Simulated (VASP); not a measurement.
Crystal: Al.

```
Al
1.0
     2.82708    0.00000    0.00000
    -1.41354    2.44832    0.00000
     0.00000    0.00000    9.18599
Al
4
Direct
  0.00000 0.00000 0.00000
  0.33333 0.66667 0.25000
  0.00000 0.00000 0.50000
  0.66667 0.33333 0.75000
```

- Program: VASP 6.6.1
- Task: relaxation of cell and atoms
- Functional: PBEsol
- Potentials or basis: VASP PAW PBE potentials, release 64 (Al)
- Cutoff: 600 eV
- k mesh: 9 × 9 × 3
- Occupations: fermi-dirac, width 0.15 eV
- Spin: no spin polarisation

At the start: pressure 1.8 GPa; volume 15.90 Å³/atom.

Problem. Where does the relaxation end?

Solution. Over 5 steps the energy falls by 3.1 meV/atom and the volume is 16.25 Å³/atom (+2.2 %); space group P6_3/mmc (No. 194, to 0.05 Å).

Step by step:
```tsv
step	energy change (eV)	largest force (eV/Å)	pressure (GPa)	volume (Å³)
1	0.0000	0.0000	1.82	63.58
2	-0.0113	0.0000	-0.37	65.25
3	-0.0113	0.0000	-0.26	65.16
4	-0.0125	0.0000	-0.09	65.04
5	-0.0126	0.0000	-0.02	64.99
```

Final structure:
```yaml
crystal:
  lattice:
    - [2.83151, 0.00000, 0.00000]
    - [-1.41576, 2.45216, 0.00000]
    - [0.00000, 0.00000, 9.35981]
  atoms:
    - { symbol: Al, position: [0.00000, 0.00000, 0.00000] }
    - { symbol: Al, position: [0.33333, 0.66667, 0.25000] }
    - { symbol: Al, position: [0.00000, 0.00000, 0.50000] }
    - { symbol: Al, position: [0.66667, 0.33333, 0.75000] }
```

Caveat: the PAW data sets were made with another functional, which shifts forces and pressure a little.
